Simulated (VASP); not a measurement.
A run of VASP 6.6.1 is set up as follows.

The input INCAR:

```
PREC = Accurate
ENCUT = 520
EDIFF = 1E-7
ISMEAR = -1
SIGMA = 0.1
LREAL = False
LASPH = True
NELM = 80
ALGO = Normal
ISIF = 2
LWAVE = False
LCHARG = False
GGA = PE
NBANDS = 12
```

Contents of KPOINTS:

```
Automatic mesh
0
Gamma
  16 16 16
```

File POSCAR:

```
Nb
1.0
    2.2699716454      0.0000000000      0.0000000000
    0.0000000000      2.2699716454      0.0000000000
    0.0000000000      0.0000000000      2.2699716454
Nb
1
Direct
    0.0000000000      0.0000000000      0.0000000000
```

Potentials or basis: VASP PAW PBE potentials, release 64 (Nb_sv).

Launch:

```bash
$ cat potpaw_PBE.64/Nb_sv/POTCAR > POTCAR
$ mpirun -np 1 vasp_std > vasp.out
```

Problem. Estimate the pressure.

Solution. 203.6 GPa.
